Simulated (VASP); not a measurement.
# Rh (P6_3/mmc) in VASP: notebook, part 2 of 2

VASP 6.6.1. The steps go on from the part before.

## Step 4: Single point, PBEsol (strain -0.030 along x and y, +0.000 along z)

INCAR reads:

```
PREC = Accurate ; ENCUT = 520
EDIFF = 1E-6 ; ISMEAR = 0
SIGMA = 0.15 ; LREAL = F
LASPH = T ; NELM = 100
ALGO = Fast ; ISIF = 2
LWAVE = F ; LCHARG = F
GGA = PS ; NBANDS = 22
```

KPOINTS reads:

```
Automatic mesh
0
Gamma
  21 21 12
```

POSCAR reads:

```
Rh
1.0
    2.6490496710      0.0000000000      0.0000000000
   -1.3245248355      2.2941443109      0.0000000000
    0.0000000000      0.0000000000      4.4284890000
Rh
2
Direct
    0.6666666667      0.3333333333      0.7500000000
    0.3333333333      0.6666666667      0.2500000000
```

Potentials or basis: VASP PAW PBE potentials, release 64 (Rh_pv).

Started as:

```console
cat potpaw_PBE.64/Rh_pv/POTCAR > POTCAR
mpirun -np 1 vasp_std > vasp.out
```

OUTCAR:

```text
PREC = Accurate
   ENCUT = 520
   EDIFF = 1E-6
   ISMEAR = 0
   LREAL = F
   LASPH = T
   NELM = 100
   ISIF = 2
   GGA = PS

 ion  position               nearest neighbor table
   1  0.667  0.333  0.750-   2 2.69   2 2.69   2 2.69   2 2.69   2 2.69   2 2.69
   2  0.333  0.667  0.250-   1 2.69   1 2.69   1 2.69   1 2.69   1 2.69   1 2.69

  LATTYP: Found a hexagonal cell.
 ALAT       =     2.6490496710
 C/A-ratio  =     1.6717274306

  Lattice vectors:

 A1 = (   2.6490496710,   0.0000000000,   0.0000000000)
 A2 = (  -1.3245248355,   2.2941443109,   0.0000000000)
 A3 = (   0.0000000000,   0.0000000000,   4.4284890000)

Analysis of symmetry for initial positions (statically):
=====================================================================
 Subroutine PRICEL returns:
 Original cell was already a primitive cell.

 Routine SETGRP: Setting up the symmetry group for a
 hexagonal supercell.

 Subroutine GETGRP returns: Found 24 space group operations
 (whereof 12 operations were pure point group operations)
 out of a pool of 24 trial point group operations.

The static configuration has the point symmetry D_3d.
 The point group associated with its full space group is D_6h.

Analysis of symmetry for dynamics (positions and initial velocities):
=====================================================================
 Subroutine PRICEL returns:
 Original cell was already a primitive cell.

 Routine SETGRP: Setting up the symmetry group for a
 hexagonal supercell.

 Subroutine GETGRP returns: Found 24 space group operations
 (whereof 12 operations were pure point group operations)
 out of a pool of 24 trial point group operations.

The dynamic configuration has the point symmetry D_3d.
 The point group associated with its full space group is D_6h.

 Subroutine INISYM returns: Found 24 space group operations
 (whereof 12 operations are pure point group operations),
 and found     1 'primitive' translations

----------------------------------------------------------------------------------------

                                     Primitive cell

  volume of cell :      26.9133

  direct lattice vectors                    reciprocal lattice vectors
     2.649049671  0.000000000  0.000000000     0.377493865  0.217946185  0.000000000
    -1.324524836  2.294144311  0.000000000     0.000000000  0.435892370  0.000000000
     0.000000000  0.000000000  4.428489000     0.000000000  0.000000000  0.225810655

  length of vectors
     2.649049671  2.649049671  4.428489000     0.435892370  0.435892370  0.225810655

  position of ions in fractional coordinates (direct lattice)
     0.666666667  0.333333333  0.750000000
     0.333333333  0.666666667  0.250000000

  ion indices of the primitive-cell ions
   primitive index   ion index
                 1           1
                 2           2

----------------------------------------------------------------------------------------

 KPOINTS: Automatic mesh

Automatic generation of k-mesh.
 Grid dimensions read from file:
 generate k-points for:   21   21   12

 Generating k-lattice:

  Cartesian coordinates                     Fractional coordinates (reciprocal lattice)
     0.017975898  0.010378390  0.000000000     0.047619048  0.000000000  0.000000000
     0.000000000  0.020756780  0.000000000     0.000000000  0.047619048  0.000000000
     0.000000000  0.000000000  0.018817555     0.000000000  0.000000000  0.083333333

  Length of vectors
     0.020756780  0.020756780  0.018817555

  Shift w.r.t. Gamma in fractional coordinates (k-lattice)
     0.000000000  0.000000000  0.000000000

 Subroutine IBZKPT returns following result:
 ===========================================

 Found    336 irreducible k-points:

 Following reciprocal coordinates:
            Coordinates               Weight
  0.000000  0.000000  0.000000      1.000000
  0.047619  0.000000  0.000000      6.000000
  0.095238 -0.000000  0.000000      6.000000
  0.142857  0.000000  0.000000      6.000000
  0.190476 -0.000000  0.000000      6.000000
  0.238095  0.000000  0.000000      6.000000
[... 16 lines left out ...]
  0.142857  0.095238  0.000000     12.000000
  0.190476  0.095238  0.000000     12.000000
 [... further k-points ...]
   k-points           NKPTS =    336   k-points in BZ     NKDIM =    336   number of bands    NBANDS=     22
   number of dos      NEDOS =    301   number of ions     NIONS =      2
   total plane-waves  NPLWV =  14400
   dimension x,y,z NGX =    20 NGY =   20 NGZ =   36
   dimension x,y,z NGXF=    40 NGYF=   40 NGZF=   72
   ions per type =               2
   NGX,Y,Z   is equivalent  to a cutoff of  12.55, 12.55, 13.51 a.u.
   NGXF,Y,Z  is equivalent  to a cutoff of  25.10, 25.10, 27.03 a.u.
 SYSTEM =  unknown system
   PREC   = accura    normal or accurate (medium, high low for compatibility)
   ISTART =      0    job   : 0-new  1-cont  2-samecut
   ICHARG =      2    charge: 1-file 2-atom 10-const
   ISPIN  =      1    spin polarized calculation?
   LNONCOLLINEAR =      F non collinear calculations
   LSORBIT =      F    spin-orbit coupling
   LASPH  =      T    aspherical Exc in radial PAW
   ENCUT  =  520.0 eV  38.22 Ry    6.18 a.u.   4.93  4.93  8.23*2*pi/ulx,y,z
   NELM   =    100;   NELMIN=  2; NELMDL= -5     # of ELM steps
   EDIFF  = 0.1E-05   stopping-criterion for ELM
   LREAL  =      F    real-space projection
   EDIFFG = 0.1E-04   stopping-criterion for IOM
   NSW    =      0    number of steps for IOM
   IBRION =     -1    ionic relax: 0-MD 1-quasi-New 2-CG
   NFREE  =      0    steps in history (QN), initial steepest desc. (CG)
   ISIF   =      2    stress and relaxation
   ISYM   =      2    0-nonsym 1-usesym 2-fastsym
   POTIM  = 0.5000    time-step for ionic-motion
   TEBEG  =    0.0;   TEEND  =   0.0 temperature during run
   PSTRESS=    0.0 pullay stress
   NELECT =      30.0000    total number of electrons
   NUPDOWN=      -1.0000    fix difference up-down
   EMIN   =  10.00;   EMAX   =-10.00  energy-range for DOS
   EFERMI =   0.00;   METHOD = LEGACY
   ISMEAR =     0;   SIGMA  =   0.15  broadening in eV -4-tet -1-fermi 0-gaus
   EFERMI_NEDOS =   21; number of points for ismear=-14 and -15
   IALGO  =     68    algorithm
   IMIX   =      4    mixing-type and parameters
     AMIX     =   0.40;   BMIX     =  1.00
     AMIX_MAG =   1.60;   BMIX_MAG =  1.00
  volume/ion in A,a.u.               =      13.46        90.81
  Fermi-wavevector in a.u.,A,eV,Ry     =   1.697435  3.207687 39.202263  2.881285
  Thomas-Fermi vector in A             =   2.778116
   LORBIT       =      0    0 simple, 1 ext, 2 COOP (PROOUT), +10 PAW based schemes
   GGA     = PS    functional components
   LHFCALC =     F    Hartree Fock is set to
   AEXX    =    0.0000 exact exchange contribution
   IVDW    =     0    specifies the selected vdW correction
   LEPSILON=     F    determine dielectric tensor
   LRPA    =     F    only Hartree local field effects (RPA)
 non-spin polarized calculation
 RMM-DIIS sequential band-by-band and
 Gauss-broadening in eV      SIGMA  =   0.15
  energy-cutoff  :      520.00
  volume of cell :       26.91
 maximum number of plane-waves:       756
 NGX is ok and might be reduce to    20
   NGX =  9   NGY =  9   NGZ = 17

 number of electron      29.9999995 magnetization

 Free energy of the ion-electron system (eV)
  ---------------------------------------------------
  ext. energy  EPLUGINS =         0.00000000
  ---------------------------------------------------
  free energy    TOTEN  =       -16.19132709 eV

  energy without entropy =      -16.15697544  energy(sigma->0) =      -16.17415126

 E-fermi :  12.2272     XC(G=0): -14.3547

 val. band max:       12.2260427196   @ k =   0.3810   0.0476   0.1667
 cond. band min:      12.2313903263   @ k =   0.2381   0.0952   0.5000
 fundamental gap:      0.0053476066
 Fermi energy:        12.2272001916

 k-point     1 :       0.0000    0.0000    0.0000
  band No.  band energies     occupation
      1     -34.9564      2.00000
      2     -34.2859      2.00000
      3     -34.2859      2.00000
      4     -34.2087      2.00000
      5     -34.1903      2.00000
      6     -34.1903      2.00000
[... 14 lines left out ...]
     21      29.8496      0.00000
     22      30.9314      0.00000
[... 552 lines left out ...]
  band No.  band energies     occupation
      1     -34.8141      2.00000
      2     -34.5975      2.00000
      3     -34.5374      2.00000
      4     -34.3787      2.00000
      5     -34.2718      2.00000
      6     -34.2617      2.00000
[... 14 lines left out ...]
     21      28.4214      0.00000
     22      29.8278      0.00000

 [... further k-points ...]

------------------------ aborting loop because EDIFF is reached ----------------------------------------

  FORCE on cell =-STRESS in cart. coord.  units (eV):
  Direction    XX          YY          ZZ          XY          YZ          ZX
  --------------------------------------------------------------------------------------
  -------------------------------------------------------------------------------------
  Total        0.9807767      0.9807767     -0.8019574     -0.0000000      0.0000000      0.0000000
  in kB       58.3867531     58.3867531    -47.7414362     -0.0000000      0.0000000      0.0000000
  external PRESSURE =      23.0106900 kB  Pullay stress =       0.0000000 kB

 VOLUME and BASIS-vectors are now :
 -----------------------------------------------------------------------------
  energy-cutoff  :      520.00
  volume of cell :       26.91
      direct lattice vectors                 reciprocal lattice vectors
     2.649049671  0.000000000  0.000000000     0.377493865  0.217946185  0.000000000
    -1.324524836  2.294144311  0.000000000     0.000000000  0.435892370  0.000000000
     0.000000000  0.000000000  4.428489000     0.000000000  0.000000000  0.225810655

 POSITION                                       TOTAL-FORCE (eV/Angst)
 -----------------------------------------------------------------------------------
      1.32452      0.76471      3.32137         0.000000     -0.000000      0.000000
     -0.00000      1.52943      1.10712        -0.000000      0.000000      0.000000
 -----------------------------------------------------------------------------------
    total drift:                               -0.000000      0.000000     -0.000000

  FREE ENERGIE OF THE ION-ELECTRON SYSTEM (eV)
  ---------------------------------------------------
  free  energy   TOTEN  =       -16.1913270925 eV

  energy  without entropy=      -16.1569754352  energy(sigma->0) =      -16.17415126
```

Run time: 94 s. Hardware: 1 thread of Intel Xeon Platinum 8488C (Sapphire Rapids), shared host; peak memory 0.26 GiB.

What came out:

```
Free energy            : -16.1913 eV
Pressure               : 2.3 GPa
Band gap on the k mesh : zero (bands 15 and 16 overlap by 2.54 eV)
```

Caveat: the cell differs from its parent crystal (strain -0.030 along x and y, +0.000 along z); the stress differs along the axes, from -5 to 6 GPa; the PAW data sets were made with another functional, which shifts forces and pressure a little.

## Step 5: Single point, PBEsol (strain -0.015 along x and y, -0.030 along z)

INCAR reads:

```
SYSTEM = Rh
PREC = Accurate ; ENCUT = 520
EDIFF = 1E-6 ; ISMEAR = 0
SIGMA = 0.15 ; LREAL = .False.
LASPH = .True. ; NELM = 60
ALGO = Fast ; ISIF = 2
LWAVE = .False. ; LCHARG = .False.
GGA = PS ; NBANDS = 22
```

KPOINTS reads:

```
regular mesh
0
Gamma
  21 21 12
  0 0 0
```

POSCAR reads:

```
Rh
1.0
    2.6900143566      0.0000000000      0.0000000000
   -1.3450071783      2.3296207694      0.0000000000
    0.0000000000      0.0000000000      4.2956343300
Rh
2
Direct
    0.6666666667      0.3333333333      0.7500000000
    0.3333333333      0.6666666667      0.2500000000
```

Started as:

```console
cat potpaw_PBE.64/Rh_pv/POTCAR > POTCAR
mpirun -np 1 vasp_std > vasp.out
```

It took 78 s on 1 thread of Intel Xeon Platinum 8488C (Sapphire Rapids), shared host; peak memory 0.26 GiB.

It converged, with:

```yaml
Free_energy: -16.2104 eV
Pressure: 2.2 GPa
Band_gap_on_the_k_mesh: zero (bands 15 and 16 overlap by 2.53 eV)
```

Stress tensor (GPa, compression positive):
```
1.12 0.00 0.00
0.00 1.12 0.00
0.00 0.00 4.42
```

Levels at points of the mesh, in eV from the Fermi level:
```
           k point  band 12  band 13  band 14  band 15  band 16  band 17  band 18  band 19
(0.00, 0.00, 0.00)    -2.60    -2.60    -2.09    -2.09     0.13     0.13     0.74     8.97
(0.00, 0.00, 0.50)    -3.31    -3.31    -3.31    -0.46    -0.46    -0.46    -0.46    14.93
```

Caveat: the cell differs from its parent crystal (strain -0.015 along x and y, -0.030 along z); the PAW data sets were made with another functional, which shifts forces and pressure a little.

## Step 6: Single point, PBEsol (strain -0.030 along x and y, +0.015 along z)

INCAR reads:

```
PREC = Accurate ; ENCUT = 520
EDIFF = 1E-7 ; ISMEAR = 0
SIGMA = 0.15 ; LREAL = F
LASPH = T ; NELM = 100
ALGO = Fast ; ISIF = 2
LWAVE = F ; LCHARG = F
GGA = PS ; NBANDS = 22
```

KPOINTS reads:

```
regular mesh
0
Gamma
  21 21 12
```

POSCAR reads:

```
Rh
1.0
    2.6490496710      0.0000000000      0.0000000000
   -1.3245248355      2.2941443109      0.0000000000
    0.0000000000      0.0000000000      4.4949163350
Rh
2
Direct
    0.6666666667      0.3333333333      0.7500000000
    0.3333333333      0.6666666667      0.2500000000
```

Potentials or basis: VASP PAW PBE potentials, release 64 (Rh_pv).

Started as:

```console
cat potpaw_PBE.64/Rh_pv/POTCAR > POTCAR
mpirun -np 1 vasp_std > vasp.out
```

Run time: 1.9 min. Hardware: 1 thread of Intel Xeon Platinum 8488C (Sapphire Rapids), shared host; peak memory 0.26 GiB.

The run converged. Its results:

| Quantity | Value |
| --- | --- |
| Free energy | -16.1714 eV |
| Pressure | -1.7 GPa |
| Band gap on the k mesh | zero (bands 15 and 16 overlap by 2.50 eV) |

Stress tensor (GPa, compression positive):
```
  3.07   0.00   0.00
  0.00   3.07   0.00
  0.00   0.00 -11.15
```

Levels at points of the mesh, in eV from the Fermi level:
| k point | band 12 | band 13 | band 14 | band 15 | band 16 | band 17 | band 18 | band 19 |
| --- | --- | --- | --- | --- | --- | --- | --- | --- |
| (0.00, 0.00, 0.00) | -2.60 | -2.60 | -1.56 | -1.56 | 0.20 | 0.21 | 0.21 | 7.98 |
| (0.00, 0.00, 0.50) | -3.07 | -3.07 | -3.07 | -0.37 | -0.37 | -0.37 | -0.37 | 14.27 |

Caveat: the cell differs from its parent crystal (strain -0.030 along x and y, +0.015 along z); the stress differs along the axes, from -11 to 3 GPa; the PAW data sets were made with another functional, which shifts forces and pressure a little.

## Step 7: The runs side by side

```tsv
cell	further INCAR settings	gap on the mesh (eV)	pressure (GPa)
a = 2.649, b = 2.649, c = 4.296 Å, angles 90.0, 90.0, 120.0°, 2 atoms	ALGO = Fast; EDIFF = 1e-06; NBANDS = 22	none	12.1
a = 2.649, b = 2.649, c = 4.362 Å, angles 90.0, 90.0, 120.0°, 2 atoms	ALGO = Fast; EDIFF = 1e-06; NBANDS = 22	none	6.9
a = 2.649, b = 2.649, c = 4.428 Å, angles 90.0, 90.0, 120.0°, 2 atoms	ALGO = Fast; EDIFF = 1e-06; NBANDS = 22	none	2.3
a = 2.690, b = 2.690, c = 4.296 Å, angles 90.0, 90.0, 120.0°, 2 atoms	ALGO = Fast; EDIFF = 1e-06; NBANDS = 22	none	2.2
a = 2.649, b = 2.649, c = 4.495 Å, angles 90.0, 90.0, 120.0°, 2 atoms	ALGO = Fast; EDIFF = 1e-07; NBANDS = 22	none	-1.7
```

Alike in all rows: task single point; level PBEsol; potentials or basis VASP PAW PBE potentials, release 64 (Rh_pv); no spin polarisation; k mesh 21 × 21 × 12; cutoff (eV) 520; smearing gaussian 0.15 eV.

Caveats: the PAW data sets were made with another functional, which shifts forces and pressure a little; the cell stands under pressure (at least some runs); the stress differs along the axes, from 3 to 9 GPa (at least some runs); the stress differs along the axes, from -5 to 6 GPa (at least some runs); the stress differs along the axes, from -11 to 3 GPa (at least some runs).

Total energies depend on the potentials used, so only differences within one code and one set of settings carry meaning.
